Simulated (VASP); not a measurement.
Wanted: the native input for a VASP 6.6.1 run.

* Task: single point
* Functional: revPBE
* Potentials or basis: VASP PAW PBE potentials, release 64 (Se)
* Cutoff: 520 eV
* k mesh: 11 × 11 × 5
* Occupations: fermi-dirac, width 0.1 eV
* Spin: no spin polarisation
* Dipole correction: no
* Further INCAR settings: ALGO = Normal; EDIFF = 1e-07; NBANDS = 20

The structure of Se lies in POSCAR:

```
Se
1.0
    3.8505116607      0.0000000000      0.0000000000
   -1.9252558304      3.3346409157      0.0000000000
    0.0000000000      0.0000000000      7.2573326836
Se
4
Direct
    0.0000000000      0.0000000000      1.0000000000
    1.0000000000      1.0000000000      0.5000000000
    0.3333333333      0.6666666667      0.2500000000
    0.6666666667      0.3333333333      0.7500000000
```

These files were run (other wordings do the same):

INCAR

```
PREC     = Accurate       # precision mode
ENCUT    = 520            # plane-wave cutoff, eV
EDIFF    = 1E-7           # SCF threshold, eV
ISMEAR   = -1             # smearing method
SIGMA    = 0.1            # smearing width, eV
LREAL    = False          # projectors in reciprocal space
LASPH    = True           # aspherical terms in the spheres
NELM     = 100            # most SCF steps
ALGO     = Normal         # electronic algorithm
ISIF     = 2              # what is computed and relaxed
LWAVE    = False          # write WAVECAR
LCHARG   = True           # write CHGCAR
GGA      = RE             # functional
LELF     = True           # ELF
LVHAR    = True         
NBANDS   = 20             # bands
```

KPOINTS

```
Automatic mesh
0
Gamma
  11 11 5
```

Potentials or basis: VASP PAW PBE potentials, release 64 (Se).

Run with:

```console
$ cat potpaw_PBE.64/Se/POTCAR > POTCAR
$ mpirun -np 1 vasp_std > vasp.out
```

It gave:

The pressure is 0.0 GPa. The band gap on the k mesh is zero (band 12 reaches 4.86 eV, above the bottom of band 13 at 3.12 eV).

Caveat: the PAW data sets were made with another functional, which shifts forces and pressure a little.

Wall time 85 s on 1 thread of Intel(R) Xeon(R) Platinum 8488C (Sapphire Rapids), with other jobs on the host, peak memory 0.23 GiB.
